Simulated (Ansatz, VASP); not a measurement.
# H: VASP beside Ansatz

Contents of INCAR:

```
SYSTEM = H
ALGO = Normal ; EDIFF = 1E-7
ENCUT = 520 ; GGA = PS
ISIF = 2 ; ISMEAR = 0
LASPH = .TRUE. ; LCHARG = .TRUE.
LELF = .TRUE. ; LREAL = .FALSE.
LVHAR = .TRUE. ; LWAVE = .FALSE.
NBANDS = 10 ; NELM = 100
PREC = Accurate ; SIGMA = 0.02
```

Contents of KPOINTS:

```
k-points
0
G
  4 4 4
  0 0 0
```

The input POSCAR:

```
H
1.0
    2.6106004258     -2.5489972608      0.0171045564
    2.5611606291      2.4984677729      0.0231136646
    0.0317472335      0.0048479850      4.1122446782
H
4
Direct
    0.9670020716      0.0132667702      0.0564372334
    0.4541963689      0.5721292699      0.4012082280
    0.5369673576      0.4431455253      0.4925972676
    0.0792056082      0.9373123850      0.9117002412
```

Input for Ansatz:

```yaml
crystal:
  lattice:
    - [2.6106004258, -2.5489972608, 0.0171045564]
    - [2.5611606291, 2.4984677729, 0.0231136646]
    - [0.0317472335, 0.004847985, 4.1122446782]
  atoms:
    - { symbol: H, position: [0.9670020716, 0.0132667702, 0.0564372334] }
    - { symbol: H, position: [0.4541963689, 0.5721292699, 0.401208228] }
    - { symbol: H, position: [0.5369673576, 0.4431455253, 0.4925972676] }
    - { symbol: H, position: [0.0792056082, 0.937312385, 0.9117002412] }
basis:
  ecutwfc: 420
kpoints:
  mp_grid: { grid: [4, 4, 4] }
hamiltonian:
  xc: pbesol
scf:
  occupations: { method: gaussian, width: 0.02 }
output:
  forces: true
  stress: true
  eigenvalues: true
```

Change from the starting cell: kmesh displaced: [4, 4, 4] Gamma-centred.

Alike in both runs: task single point; functional PBEsol; k mesh 4 × 4 × 4; occupations gaussian, width 0.02 eV; no spin polarisation.

|  | VASP | Ansatz |
| --- | --- | --- |
| version | VASP 6.6.1 | Ansatz 0.2.0 |
| potentials or method | VASP PAW PBE potentials, release 64 (H), cutoff 520 eV | scalar-relativistic, plane waves, PAW |
| valence electrons in the cell | 4 | 4 |

VASP gave:

```
gap on the k mesh at the Fermi level (eV)                     : 9.02
least direct gap on the mesh (eV)                             : 9.41
pressure (GPa)                                                : 2.7
traceless stress, the component that is largest in VASP (GPa) : -4.45
rms of the force components (eV/Å)                            : 1.874
```

**Question.** Which values does Ansatz return?

**Answer.** gap on the k mesh at the Fermi level (eV): 9.02; least direct gap on the mesh (eV): 9.41; pressure (GPa): 2.8; traceless stress, the component that is largest in VASP (GPa): -4.43; rms of the force components (eV/Å): 1.859.

VASP's potentials were made for PBE, not for PBEsol. Atom by atom the forces differ by 0.015 eV/Å (rms over components). With one functional, cell and mesh, what is left measures potentials, basis and numerics.

The k mesh is coarse, so the values compare programs but aren't converged.
